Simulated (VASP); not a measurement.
# CoO (Fm-3m) in VASP: settings compared, part 3 of 4

VASP 6.6.1. The steps go on from the part before.

## 4. Vibrations by perturbation theory, PBE, collinear spin, ferromagnetic start

File INCAR:

```
PREC = Accurate
ENCUT = 520
EDIFF = 1E-8
ISMEAR = -1
SIGMA = 0.05
LREAL = False
LASPH = True
NELM = 150
ALGO = Normal
ISIF = 2
LWAVE = False
LCHARG = False
ISPIN = 2
MAGMOM = 2 0
LORBIT = 11
LMAXMIX = 4
GGA = PE
IBRION = 8
NSW = 1
```

File KPOINTS:

```
Automatic mesh
0
Gamma
  8 8 8
```

File POSCAR:

```
CoO
1.0
    0.0000000000      2.1315000000      2.1315000000
    2.1315000000      0.0000000000      2.1315000000
    2.1315000000      2.1315000000      0.0000000000
Co O
1 1
Direct
    0.0000000000      0.0000000000      0.0000000000
    0.5000000000      0.5000000000      0.5000000000
```

Potentials or basis: VASP PAW PBE potentials, release 64 (Co, O).

Run with:

```bash
> cat potpaw_PBE.64/Co/POTCAR potpaw_PBE.64/O/POTCAR > POTCAR
> mpirun -np 1 vasp_std > vasp.out
```

OUTCAR:

```text
PREC = Accurate
   ENCUT = 520
   EDIFF = 1E-8
   ISMEAR = -1
   LREAL = False
   LASPH = True
   NELM = 150
   ISIF = 2
   ISPIN = 2
   LORBIT = 11
   GGA = PE
   IBRION = 8
   NSW = 1

 ion  position               nearest neighbor table
   1  0.000  0.000  0.000-   2 2.13   2 2.13   2 2.13   2 2.13   2 2.13   2 2.13
   2  0.500  0.500  0.500-   1 2.13   1 2.13   1 2.13   1 2.13   1 2.13   1 2.13

  LATTYP: Found a face centered cubic cell.
 ALAT       =     4.2630000000

  Lattice vectors:

 A1 = (   0.0000000000,   2.1315000000,   2.1315000000)
 A2 = (   2.1315000000,   0.0000000000,   2.1315000000)
 A3 = (   2.1315000000,   2.1315000000,   0.0000000000)

Analysis of symmetry for initial positions (statically):
=====================================================================
 Subroutine PRICEL returns:
 Original cell was already a primitive cell.

 Routine SETGRP: Setting up the symmetry group for a
 face centered cubic supercell.

 Subroutine GETGRP returns: Found 48 space group operations
 (whereof 48 operations were pure point group operations)
 out of a pool of 48 trial point group operations.

The static configuration has the point symmetry O_h .

Analysis of symmetry for dynamics (positions and initial velocities):
=====================================================================
 Subroutine PRICEL returns:
 Original cell was already a primitive cell.

 Routine SETGRP: Setting up the symmetry group for a
 face centered cubic supercell.

 Subroutine GETGRP returns: Found 48 space group operations
 (whereof 48 operations were pure point group operations)
 out of a pool of 48 trial point group operations.

The dynamic configuration has the point symmetry O_h .

Analysis of structural, dynamic, and magnetic symmetry:
=====================================================================
 Subroutine PRICEL returns:
 Original cell was already a primitive cell.

 Routine SETGRP: Setting up the symmetry group for a
 face centered cubic supercell.

 Subroutine GETGRP returns: Found 48 space group operations
 (whereof 48 operations were pure point group operations)
 out of a pool of 48 trial point group operations.

The overall configuration has the point symmetry O_h .

 Subroutine INISYM returns: Found 48 space group operations
 (whereof 48 operations are pure point group operations),
 and found     1 'primitive' translations

----------------------------------------------------------------------------------------
[... 520 lines left out ...]
      3       5.3069      1.00000
      4       5.3069      1.00000
      5       6.7793      1.00000
      6       6.7794      1.00000
      7       6.7794      1.00000
      8       7.9429      0.19171
      9       7.9430      0.19124
     10       9.3951      0.00000
     11      24.6385      0.00000
     12      26.4809      0.00000
[... 346 lines left out ...]
 [... further k-points ...]
[... 5 lines left out ...]
  --------------------------------------------------------------------------------------
  -------------------------------------------------------------------------------------
  Total       -0.3198022     -0.3198022     -0.3198022     -0.0000000     -0.0000000      0.0000000
  in kB      -26.4548943    -26.4548943    -26.4548943     -0.0000000     -0.0000000      0.0000000
  external PRESSURE =     -26.4548943 kB  Pullay stress =       0.0000000 kB

 VOLUME and BASIS-vectors are now :
 -----------------------------------------------------------------------------
  energy-cutoff  :      520.00
  volume of cell :       19.37
      direct lattice vectors                 reciprocal lattice vectors
     0.000000000  2.131500000  2.131500000    -0.234576589  0.234576589  0.234576589
     2.131500000  0.000000000  2.131500000     0.234576589 -0.234576589  0.234576589
     2.131500000  2.131500000  0.000000000     0.234576589  0.234576589 -0.234576589

 POSITION                                       TOTAL-FORCE (eV/Angst)
 -----------------------------------------------------------------------------------
      0.00000      0.00000      0.00000        -0.000000     -0.000000     -0.000000
      2.13150      2.13150      2.13150         0.000000      0.000000      0.000000
 -----------------------------------------------------------------------------------
    total drift:                                0.000000     -0.000000     -0.000000

  FREE ENERGIE OF THE ION-ELECTRON SYSTEM (eV)
  ---------------------------------------------------
  free  energy   TOTEN  =       -13.0635553852 eV

  energy  without entropy=      -13.0279445471  energy(sigma->0) =      -13.04574997

[... ionic steps 2 to 3 ...]

--------------------------------------- Ionic step        4  -------------------------------------------

------------------------ aborting loop because EDIFF is reached ----------------------------------------

[... ionic steps 5 to 6 ...]

--------------------------------------- Ionic step        7  -------------------------------------------

 Free energy of the ion-electron system (eV)
  ---------------------------------------------------
  ---------------------------------------------------
  free energy    TOTEN  =        -0.35810185 eV

  energy without entropy =       -0.35810185

------------------------ aborting loop because EDIFF is reached ----------------------------------------

 INTERNAL STRAIN TENSOR  FOR ION    2  DIRECTION 1   (eV/Angst):
 -----------------------------------------------------------------------------
    -0.13294 -0.00000  0.00000
     0.00000  0.07724 -0.00000
     0.00000 -0.00000  0.07724

 INTERNAL STRAIN TENSOR FOR ION    2 for displacements in x,y,z  (eV/Angst):
          X           Y           Z          XY          YZ          ZX
  --------------------------------------------------------------------------------
  x     0.00000     0.00000     0.00000     0.00000     0.00000     0.00000
  y     0.00000     0.00000     0.00000     0.00000     0.00000     0.00000
  z     0.00000     0.00000     0.00000     0.00000     0.00000     0.00000

 SECOND DERIVATIVES (NOT SYMMETRIZED)
 ------------------------------------
               1X          1Y          1Z          2X          2Y          2Z
  1X    -1.213144    0.000000    0.000000    1.213144    0.000000    0.000000
  1Y     0.000000   -1.213144    0.000000    0.000000    1.213144    0.000000
  1Z     0.000000    0.000000   -1.213144    0.000000    0.000000    1.213144
  2X     1.171269    0.000000    0.000000   -1.171269    0.000000    0.000000
  2Y     0.000000    1.171269    0.000000    0.000000   -1.171269    0.000000
  2Z     0.000000    0.000000    1.171269    0.000000    0.000000   -1.171269

 Eigenvectors and eigenvalues of the dynamical matrix
 ----------------------------------------------------

   1 f  =    4.787836 THz    30.082858 2PiTHz  159.705002 cm-1    19.800888 meV
             X         Y         Z           dx          dy          dz
      0.000000  0.000000  0.000000    -0.468521    0.000000    0.000000
      2.131500  2.131500  2.131500     0.883452    0.000000    0.000000
[... 21 lines left out ...]
   6 f/i=    0.034805 THz     0.218686 2PiTHz    1.160968 cm-1     0.143942 meV
             X         Y         Z           dx          dy          dz
      0.000000  0.000000  0.000000     0.000000    0.000000    0.883452
      2.131500  2.131500  2.131500     0.000000    0.000000    0.468521

--------------------------------------------------------------------------------------------------------

 ELASTIC MODULI CONTR FROM IONIC RELAXATION (kBar)
 Direction    XX          YY          ZZ          XY          YZ          ZX
 --------------------------------------------------------------------------------
 XX           0.0000      0.0000      0.0000      0.0000      0.0000      0.0000
 YY           0.0000      0.0000      0.0000      0.0000      0.0000      0.0000
 ZZ           0.0000      0.0000      0.0000      0.0000      0.0000      0.0000
 XY           0.0000      0.0000      0.0000      0.0000      0.0000      0.0000
 YZ           0.0000      0.0000      0.0000      0.0000      0.0000      0.0000
 ZX           0.0000      0.0000      0.0000      0.0000      0.0000      0.0000
 --------------------------------------------------------------------------------

 total charge

# of ion       s       p       d       tot
------------------------------------------
    1        0.293   0.354   7.144   7.791
    2        1.556   3.421   0.000   4.977
--------------------------------------------------
tot          1.849   3.775   7.144  12.768

 magnetization (x)

# of ion       s       p       d       tot
------------------------------------------
    1        0.020   0.018   2.499   2.537
    2        0.028   0.259   0.000   0.287
--------------------------------------------------
tot          0.049   0.277   2.499   2.825
```

stdout:

```text
POSCAR found type information on POSCAR CoO
 POSCAR found :  2 types and       2 ions
 scaLAPACK will be used
 LDA part: xc-table for (Slater+PW92), standard interpolation
 POSCAR, INCAR and KPOINTS ok, starting setup
 FFT: planning ... GRIDC
 FFT: planning ... GRID_SOFT
 FFT: planning ... GRID
 WAVECAR not read
 entering main loop
 Linear response reoptimize wavefunctions to high precision
 Linear response DOF=           2
 Linear response progress:
 first order change of Fermi-energy  -0.88051E-03
 force on displaced ion       1 direction 1 :  -1.213   0.000   0.000
 Linear response progress:
 first order change of Fermi-energy   0.20447E-02
 force on displaced ion       2 direction 1 :  -1.171   0.000   0.000
 Linear response finished
```

Wall time 4 min (1 thread of AMD EPYC 7R13, shared host); peak memory 0.18 GiB.

Results:

```yaml
Net_moment: 2.87 μB per cell
Site_moments: Co +2.54; O +0.29 μB
Valence_electrons_inside_the_program's_atomic_spheres: Co 7.79; O 4.98
Highest_phonon_frequency_at_Γ_LO-TO_splitting_left_out: 160 cm⁻¹
```

Phonon frequencies in cm⁻¹ (negative: imaginary):
```
              q point           frequencies
(0.000, 0.000, 0.000)  -1 -1 -1 160 160 160
```

Caveat: the cell stands under pressure or tension, which shifts response properties; a cell with one magnetic atom can't hold antiferromagnetic order, which such compounds often take.

## 5. Dielectric tensor, PBEsol+U, collinear spin, ferromagnetic start

File INCAR:

```
SYSTEM = CoO
ALGO     = Normal         ! electronic algorithm
EDIFF    = 1E-8           ! SCF threshold, eV
ENCUT    = 520            ! plane-wave cutoff, eV
GGA      = PS             ! functional
ISIF     = 2              ! what is computed and relaxed
ISMEAR   = -1             ! smearing method
ISPIN    = 2              ! spin polarisation
LASPH    = .TRUE.         ! aspherical terms in the spheres
LCHARG   = .FALSE.        ! write CHGCAR
LDAU     = .TRUE.         ! DFT+U
LDAUJ    = 0 0          
LDAUL    = 2 -1           ! shell
LDAUPRINT= 1            
LDAUTYPE = 2            
LDAUU    = 3.5 0          ! U, eV
LEPSILON = .TRUE.         ! dielectric tensor by DFPT
LMAXMIX  = 4              ! l up to which the mixer works
LORBIT   = 11             ! projections on sites
LREAL    = .FALSE.        ! projectors in reciprocal space
LWAVE    = .FALSE.        ! write WAVECAR
MAGMOM   = 2 0            ! initial moments
NELM     = 150            ! most SCF steps
PREC     = Accurate       ! precision mode
SIGMA    = 0.02           ! smearing width, eV
```

File KPOINTS:

```
k-points
0
G
  11 11 11
  0 0 0
```

POSCAR is that of step 4.

Potentials or basis: VASP PAW PBE potentials, release 64 (Co, O).

Run with:

```bash
> cat potpaw_PBE.64/Co/POTCAR potpaw_PBE.64/O/POTCAR > POTCAR
> mpirun -np 1 vasp_std > vasp.out
```

OUTCAR:

```text
SYSTEM = CoO
   EDIFF = 1E-8
   ENCUT = 520
   GGA = PS
   ISIF = 2
   ISMEAR = -1
   ISPIN = 2
   LASPH = .TRUE.
   LEPSILON = .TRUE.
   LORBIT = 11
   LREAL = .FALSE.
   NELM = 150
   PREC = Accurate

 ion  position               nearest neighbor table
   1  0.000  0.000  0.000-   2 2.13   2 2.13   2 2.13   2 2.13   2 2.13   2 2.13
   2  0.500  0.500  0.500-   1 2.13   1 2.13   1 2.13   1 2.13   1 2.13   1 2.13

  LATTYP: Found a face centered cubic cell.
 ALAT       =     4.2630000000

  Lattice vectors:

 A1 = (   0.0000000000,   2.1315000000,   2.1315000000)
 A2 = (   2.1315000000,   0.0000000000,   2.1315000000)
 A3 = (   2.1315000000,   2.1315000000,   0.0000000000)

Analysis of symmetry for initial positions (statically):
[... 1035 lines left out ...]
  x     0.00000     0.00000     0.00000     0.00000     0.00000     0.00000
  y     0.00000     0.00000     0.00000     0.00000     0.00000     0.00000
  z     0.00000     0.00000     0.00000     0.00000     0.00000     0.00000

 PIEZOELECTRIC TENSOR (including local field effects)  for field in x, y, z        (C/m^2)
          XX          YY          ZZ          XY          YZ          ZX
  --------------------------------------------------------------------------------
  x     0.00000     0.00000     0.00000     0.00000     0.00000     0.00000
  y     0.00000     0.00000     0.00000     0.00000     0.00000     0.00000
  z     0.00000     0.00000     0.00000     0.00000     0.00000     0.00000

 BORN EFFECTIVE CHARGES (including local field effects) (in |e|, cummulative output)
 ---------------------------------------------------------------------------------
 ion    1
    1     2.25584     0.00000     0.00000
    2     0.00000     2.25584     0.00000
    3     0.00000     0.00000     2.25584
 ion    2
    1    -2.25584     0.00000     0.00000
    2     0.00000    -2.25584     0.00000
    3     0.00000     0.00000    -2.25584

 total charge

# of ion       s       p       d       tot
------------------------------------------
    1        0.300   0.366   7.139   7.805
    2        1.547   3.423   0.000   4.970
--------------------------------------------------
tot          1.847   3.789   7.139  12.775

 magnetization (x)

# of ion       s       p       d       tot
------------------------------------------
    1        0.020   0.018   2.694   2.731
    2        0.023   0.233   0.000   0.257
--------------------------------------------------
tot          0.044   0.251   2.694   2.988
```

Run time: 4.3 min. Hardware: 1 thread of Intel Xeon Platinum 8375C at 2.90GHz (Ice Lake), shared host; peak memory 0.28 GiB.

Results:

* Band gap on the k mesh: zero (filled and empty bands overlap)
* Net moment: 3.00 μB per cell
* Site moments: Co +2.73; O +0.26 μB
* Valence electrons inside the program's atomic spheres: Co 7.80; O 4.97
* Electronic dielectric tensor (diagonal): 174.15
* Born charges (mean of the diagonal): Co +2.26; O -2.26 e

Electronic dielectric tensor:
```
174.15   0.00   0.00
  0.00 174.15   0.00
  0.00   0.00 174.15
```

Born effective charge tensors (e):
atom 1, Co
```
2.26 0.00 0.00
0.00 2.26 0.00
0.00 0.00 2.26
```
atom 2, O
```
-2.26  0.00  0.00
 0.00 -2.26  0.00
 0.00  0.00 -2.26
```

Eigenvalues of the final occupation matrices:
```csv
site,spin,trace,eigenvalues
site 1 d,1,4.93,0.97 0.97 0.97 1.01 1.01
site 1 d,2,2.23,0.14 0.14 0.65 0.65 0.65
```

Caveat: the PAW data sets were made with another functional, which shifts forces and pressure a little; a cell with one magnetic atom can't hold antiferromagnetic order, which such compounds often take. The state reached can hang on the start; a lower one may exist.

(Continued in part 4 of 4.)
